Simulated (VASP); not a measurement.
Write the native input for VASP 6.6.1 that does the following.

| Item | Value |
| --- | --- |
| Task | relaxation of cell and atoms |
| Functional | PBE |
| Potentials or basis | VASP PAW PBE potentials, release 64 (Hf_pv, Al, N) |
| Cutoff | 600 eV |
| k mesh | 6 × 6 × 1 |
| Occupations | gaussian, width 0.1 eV |
| Spin | no spin polarisation |
| Dipole correction | no |
| Further INCAR settings | ALGO = Normal; EDIFF = 1e-06; IBRION = 2; EDIFFG = -0.04; NSW = 90; ISIF = 3 |

The structure of HfAl2N3 lies in POSCAR:

```
HfAl2N3
1.0
    3.3141585900      0.0000000000      0.0000000000
   -1.6570792900      2.8701455300      0.0000000000
    0.0000000000      0.0000000000     17.1849591200
Hf Al N
2 4 6
Direct
    0.6666666700      0.3333333300      0.2500000000
    0.3333333300      0.6666666700      0.7500000000
    0.6666666700      0.3333333300      0.5833333300
    0.6666666700      0.3333333300      0.9166666700
    0.3333333300      0.6666666700      0.0833333300
    0.3333333300      0.6666666700      0.4166666700
    0.0000000000      0.0000000000      0.0000000000
    0.0000000000      0.0000000000      0.3333333300
    0.0000000000      0.0000000000      0.6666666700
    0.0000000000      0.0000000000      0.1666666700
    0.0000000000      0.0000000000      0.5000000000
    0.0000000000      0.0000000000      0.8333333300
```

The input as run:

INCAR

```
  ALGO = Normal
  EDIFF = 1E-6
  EDIFFG = -0.04
  ENCUT = 600
  GGA = PE
  IBRION = 2
  ISIF = 3
  ISMEAR = 0
  LASPH = T
  LCHARG = F
  LREAL = F
  LWAVE = F
  NELM = 60
  NSW = 90
  PREC = Accurate
  SIGMA = 0.1
```

KPOINTS

```
k-points
0
Gamma
  6 6 1
```

Potentials or basis: VASP PAW PBE potentials, release 64 (Hf_pv, Al, N).

Run with:

```sh
$ cat potpaw_PBE.64/Hf_pv/POTCAR potpaw_PBE.64/Al/POTCAR potpaw_PBE.64/N/POTCAR > POTCAR
$ mpirun -np 1 vasp_std > vasp.out
```

Results of the run:

- Relaxed volume: 9.97 Å³/atom
- Relaxed cell: a = 2.962 Å, b = 2.962 Å, c = 15.740 Å, α = 90.00°, β = 90.00°, γ = 120.00°
- Space group after relaxing (to 0.05 Å): P6_3/mmc (No. 194)
- Energy gained by relaxing: 540.3 meV/atom
- Ionic steps: 9
- Pressure after relaxing: 0.1 GPa
- Largest force after relaxing: 0.039 eV/Å
- Band gap on the k mesh: zero (band 31 reaches 10.19 eV, above the bottom of band 32 at 9.14 eV)

Caveat: the k points lie up to 0.41 Å⁻¹ apart in the final cell; the volume moved by over 15 % at a fixed basis, so the end points are rough; spin-orbit coupling is left out, which moves the levels of the heavy elements.

Run time: 13 min on 1 thread of AMD EPYC 7R13, with other jobs on the host, peak memory 0.33 GiB.
